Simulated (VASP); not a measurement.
# MgS (zincblende type) (F-43m) in VASP: settings compared, part 3 of 3

VASP 6.6.1. Earlier steps stand in the parts before.

## 6. Electric field gradients, PBEsol

This run uses another cell than the first one, of 23.11 Å³/atom, 0.976 times its volume.

Input file INCAR:

```
PREC     = Accurate       # precision mode
ENCUT    = 520            # plane-wave cutoff, eV
EDIFF    = 1E-8           # SCF threshold, eV
ISMEAR   = -1             # smearing method
SIGMA    = 0.05           # smearing width, eV
LREAL    = False          # projectors in reciprocal space
LASPH    = True           # aspherical terms in the spheres
NELM     = 80             # most SCF steps
ALGO     = Normal         # electronic algorithm
ISIF     = 2              # what is computed and relaxed
LWAVE    = False          # write WAVECAR
LCHARG   = False          # write CHGCAR
GGA      = PS             # functional
LEFG     = True         
NBANDS   = 11             # bands
```

Input file KPOINTS:

```
Automatic mesh
0
Gamma
  13 13 13
```

Input file POSCAR:

```
MgS
1.0
    0.0000000000      2.8483745724      2.8483745724
    2.8483745724      0.0000000000      2.8483745724
    2.8483745724      2.8483745724      0.0000000000
Mg S
1 1
Direct
    0.0000000000      0.0000000000      0.0000000000
    0.2500000000      0.2500000000      0.2500000000
```

Potentials or basis: VASP PAW PBE potentials, release 64 (Mg, S).

Run with:

```sh
> cat potpaw_PBE.64/Mg/POTCAR potpaw_PBE.64/S/POTCAR > POTCAR
> mpirun -np 1 vasp_std > vasp.out
```

OUTCAR:

```text
PREC = Accurate
   ENCUT = 520
   EDIFF = 1E-8
   ISMEAR = -1
   LREAL = False
   LASPH = True
   NELM = 80
   ISIF = 2
   GGA = PS

 ion  position               nearest neighbor table
   1  0.000  0.000  0.000-   2 2.47   2 2.47   2 2.47   2 2.47
   2  0.250  0.250  0.250-   1 2.47   1 2.47   1 2.47   1 2.47

  LATTYP: Found a face centered cubic cell.
 ALAT       =     5.6967491448

  Lattice vectors:

 A1 = (   0.0000000000,   2.8483745724,   2.8483745724)
 A2 = (   2.8483745724,   0.0000000000,   2.8483745724)
 A3 = (   2.8483745724,   2.8483745724,   0.0000000000)

Analysis of symmetry for initial positions (statically):
=====================================================================
 Subroutine PRICEL returns:
 Original cell was already a primitive cell.

 Routine SETGRP: Setting up the symmetry group for a
 face centered cubic supercell.

 Subroutine GETGRP returns: Found 24 space group operations
 (whereof 24 operations were pure point group operations)
 out of a pool of 48 trial point group operations.

The static configuration has the point symmetry T_d .

Analysis of symmetry for dynamics (positions and initial velocities):
=====================================================================
 Subroutine PRICEL returns:
 Original cell was already a primitive cell.

 Routine SETGRP: Setting up the symmetry group for a
 face centered cubic supercell.

 Subroutine GETGRP returns: Found 24 space group operations
 (whereof 24 operations were pure point group operations)
 out of a pool of 48 trial point group operations.

The dynamic configuration has the point symmetry T_d .

 Subroutine INISYM returns: Found 24 space group operations
[... 161 lines left out ...]
      8       8.7130      0.00000
      9      11.6321      0.00000
     10      11.6321      0.00000
     11      14.2855      0.00000
[... 309 lines left out ...]
 k-point    24 :       0.4615    0.1538    0.0000
  band No.  band energies     occupation
      1      -9.6485      2.00000
      2      -1.9065      2.00000
      3       0.0907      2.00000
      4       0.3720      2.00000
      5       6.3483      0.00000
      6       7.5860      0.00000
      7       9.1614      0.00000
      8       9.1997      0.00000
      9      12.1425      0.00000
     10      14.1498      0.00000
     11      14.3728      0.00000

 [... further k-points ...]
[... 5 lines left out ...]
  --------------------------------------------------------------------------------------
  -------------------------------------------------------------------------------------
  Total       -0.4048297     -0.4048297     -0.4048297      0.0000000     -0.0000000     -0.0000000
  in kB      -14.0333590    -14.0333590    -14.0333590      0.0000000     -0.0000000     -0.0000000
  external PRESSURE =     -14.0333590 kB  Pullay stress =       0.0000000 kB

 VOLUME and BASIS-vectors are now :
 -----------------------------------------------------------------------------
  energy-cutoff  :      520.00
  volume of cell :       46.22
      direct lattice vectors                 reciprocal lattice vectors
     0.000000000  2.848374572  2.848374572    -0.175538711  0.175538711  0.175538711
     2.848374572  0.000000000  2.848374572     0.175538711 -0.175538711  0.175538711
     2.848374572  2.848374572  0.000000000     0.175538711  0.175538711 -0.175538711

 POSITION                                       TOTAL-FORCE (eV/Angst)
 -----------------------------------------------------------------------------------
      0.00000      0.00000      0.00000        -0.000000     -0.000000     -0.000000
      1.42419      1.42419      1.42419         0.000000      0.000000      0.000000
 -----------------------------------------------------------------------------------
    total drift:                                0.000000      0.000000      0.000000

  FREE ENERGIE OF THE ION-ELECTRON SYSTEM (eV)
  ---------------------------------------------------
  free  energy   TOTEN  =        -8.9126692969 eV

  energy  without entropy=       -8.9126692969  energy(sigma->0) =       -8.91266930

 Electric field gradients (V/A^2)
---------------------------------------------------------------------
 ion       V_xx      V_yy      V_zz      V_xy      V_xz      V_yz
---------------------------------------------------------------------
   1      -0.000    -0.000     0.000    -0.000    -0.000    -0.000
   2      -0.000     0.000     0.000    -0.000    -0.000    -0.000
---------------------------------------------------------------------

 Electric field gradients after diagonalization (V/A^2)
 (convention: |V_zz| > |V_xx| > |V_yy|)
----------------------------------------------------------------------
 ion       V_xx      V_yy      V_zz     asymmetry (V_yy - V_xx)/ V_zz
----------------------------------------------------------------------
   1       0.000     0.000    -0.000       0.000
   2       0.000     0.000    -0.001       0.000
----------------------------------------------------------------------

           NMR quadrupolar parameters

 Cq : quadrupolar parameter    Cq=e*Q*V_zz/h
 eta: asymmetry parameters     (V_yy - V_xx)/ V_zz
 Q  : nuclear electric quadrupole moment in mb (millibarn)
----------------------------------------------------------------------
 ion       Cq(MHz)       eta       Q (mb)
----------------------------------------------------------------------
   1      -0.000       0.000       1.000
   2      -0.000       0.000       1.000
----------------------------------------------------------------------
```

OSZICAR:

```text
N       E                     dE             d eps       ncg     rms          rms(c)
DAV:   1     0.235630804485E+02    0.23563E+02   -0.34223E+03  1888   0.577E+02
DAV:   2    -0.748633403018E+01   -0.31049E+02   -0.29545E+02  2246   0.964E+01
DAV:   3    -0.938323767160E+01   -0.18969E+01   -0.18940E+01  2253   0.264E+01
DAV:   4    -0.939918062442E+01   -0.15943E-01   -0.15941E-01  2252   0.293E+00
DAV:   5    -0.939937074663E+01   -0.19012E-03   -0.19012E-03  2311   0.315E-01    0.369E+00
DAV:   6    -0.894980090095E+01    0.44957E+00   -0.11254E+00  2093   0.385E+00    0.267E+00
DAV:   7    -0.891146715102E+01    0.38334E-01   -0.22951E-01  2233   0.189E+00    0.201E+00
DAV:   8    -0.891334384031E+01   -0.18767E-02   -0.15815E-02  2124   0.752E-01    0.105E+00
DAV:   9    -0.891257967887E+01    0.76416E-03   -0.19580E-03  2145   0.217E-01    0.370E-01
DAV:  10    -0.891265560884E+01   -0.75930E-04   -0.25563E-04  2112   0.769E-02    0.350E-02
DAV:  11    -0.891267024384E+01   -0.14635E-04   -0.15293E-05  2202   0.203E-02    0.565E-02
DAV:  12    -0.891266938544E+01    0.85840E-06   -0.19345E-06  2234   0.584E-03    0.740E-03
DAV:  13    -0.891266925253E+01    0.13291E-06   -0.20995E-07  2190   0.213E-03    0.338E-03
DAV:  14    -0.891266929033E+01   -0.37807E-07   -0.93212E-09  1527   0.461E-04    0.656E-04
DAV:  15    -0.891266929694E+01   -0.66041E-08   -0.17754E-09  1239   0.223E-04
   1 F= -.89126693E+01 E0= -.89126693E+01  d E =-.267406E-10
```

Wall time 19 s (1 thread of Intel Xeon 6975P-C (Granite Rapids), shared host); peak memory 0.19 GiB.

What came out:

| Property | Result |
| --- | --- |
| Free energy | -8.9127 eV |
| Pressure | -1.4 GPa |
| Band gap on the k mesh | 3.21 eV, direct |

Caveat: without QUAD_EFG the Cq values of the log hold for a quadrupole moment of 1 mb, not for the nuclei; the PAW data sets were made with another functional, which shifts forces and pressure a little. A k mesh can miss the band edges.

## 7. The runs side by side

| level | potentials or basis | cell | gap on the mesh (eV) | pressure (GPa) |
| --- | --- | --- | --- | --- |
| PBE | VASP PAW PBE potentials, release 64 (Mg, S) | a = 4.062 Å, angles 60.0°, 2 atoms | 3.25 | -1.4 |
| PBE | VASP PAW PBE potentials, release 64 (Mg, S) | a = 4.094 Å, angles 60.0°, 2 atoms | 3.13 | -2.6 |
| LDA | VASP PAW LDA potentials, release 64 (Mg, S) | a = 4.028 Å, angles 60.0°, 2 atoms | 3.10 | -3.3 |
| PBEsol | VASP PAW PBE potentials, release 64 (Mg, S) | a = 4.028 Å, angles 60.0°, 2 atoms | 3.21 | -1.4 |

Alike in all rows: task electric field gradients; no spin polarisation; k mesh 13 × 13 × 13; cutoff (eV) 520; smearing fermi-dirac 0.05 eV.

Caveats: the PAW data sets were made with another functional, which shifts forces and pressure a little (some runs).

Total energies depend on the potentials used, so only differences within one code and one set of settings carry meaning.
